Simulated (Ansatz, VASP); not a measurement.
One calculation of Mg, two programs

```
Mg
1.0
     2.16320   -2.46381    0.00000
     2.16320    2.46381    0.00000
    -1.08383    0.00000    2.22702
Mg
1
Direct
  0.50000 0.50000 0.50000
```

Alike in both runs: task single point; functional PBE; k mesh 6 × 6 × 8; occupations gaussian, width 0.1 eV; no spin polarisation.

```csv
,VASP,Ansatz
version,VASP 6.6.1,Ansatz 0.2.0
potentials or method,"VASP PAW PBE potentials, release 64 (Mg), cutoff 520 eV","scalar-relativistic, plane waves, PAW"
valence electrons in the cell,2,10
```

VASP gave:

| Item | Value |
| --- | --- |
| gap on the k mesh at the Fermi level (eV) | none |
| pressure (GPa) | 7.4 |
| traceless stress, the component that is largest in VASP (GPa) | 17.24 |

Q: What did Ansatz give for the same quantities?

A: gap on the k mesh at the Fermi level (eV): none; pressure (GPa): 7.4; traceless stress, the component that is largest in VASP (GPa): 17.13.

A gap of «none» marks a metal or a gap that the smearing closes. VASP's potentials hold 2 valence electrons a cell and Ansatz's 10, so a difference there can come from the potentials and not from the codes.
